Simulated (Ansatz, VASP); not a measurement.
**Two plane-wave programs on KF**

Contents of INCAR:

```
  ALGO = Normal
  EDIFF = 1E-6
  ENCUT = 520
  GGA = PS
  ISIF = 2
  ISMEAR = 0
  IVDW = 12
  LASPH = T
  LCHARG = F
  LREAL = F
  LWAVE = F
  NBANDS = 15
  NELM = 80
  PREC = Accurate
  SIGMA = 0.05
```

The input KPOINTS:

```
k-points
0
Gamma
  8 8 8
```

File POSCAR:

```
KF
1.0
    0.0000000000      2.6307764249      2.6307764249
    2.6307764249      0.0000000000      2.6307764249
    2.6307764249      2.6307764249      0.0000000000
K F
1 1
Direct
    0.0000000000      0.0000000000      0.0000000000
    0.5000000000      0.5000000000      0.5000000000
```

Input for Ansatz:

```yaml
crystal:
  lattice:
    - [0.0, 2.6307764249, 2.6307764249]
    - [2.6307764249, 0.0, 2.6307764249]
    - [2.6307764249, 2.6307764249, 0.0]
  atoms:
    - { symbol: K, position: [0.0, 0.0, 0.0] }
    - { symbol: F, position: [0.5, 0.5, 0.5] }
basis:
  ecutwfc: 420
  ecutrho_ratio: 4
kpoints:
  mp_grid: { grid: [8, 8, 8] }
hamiltonian:
  xc: pbesol
  dispersion: d3bj
scf:
  occupations: { method: gaussian, width: 0.05 }
output:
  forces: true
  stress: true
  eigenvalues: true
```

Alike in both runs: task single point; functional PBEsol; dispersion D3(BJ); k mesh 8 × 8 × 8; occupations gaussian, width 0.05 eV; no spin polarisation.

```csv
,VASP,Ansatz
version,VASP 6.6.1,Ansatz 0.2.0
potentials or method,"VASP PAW PBE potentials, release 64 (K_sv, F), cutoff 520 eV","scalar-relativistic, plane waves, PAW"
valence electrons in the cell,16,16
```

```tsv
	VASP	Ansatz	Ansatz less VASP
gap on the k mesh at the Fermi level (eV)	6.27	6.28	+0.018
least direct gap on the mesh (eV)	6.27	6.28	+0.018
pressure (GPa)	-0.6	-0.7	-0.09
```

VASP's potentials were made for PBE, not for PBEsol.
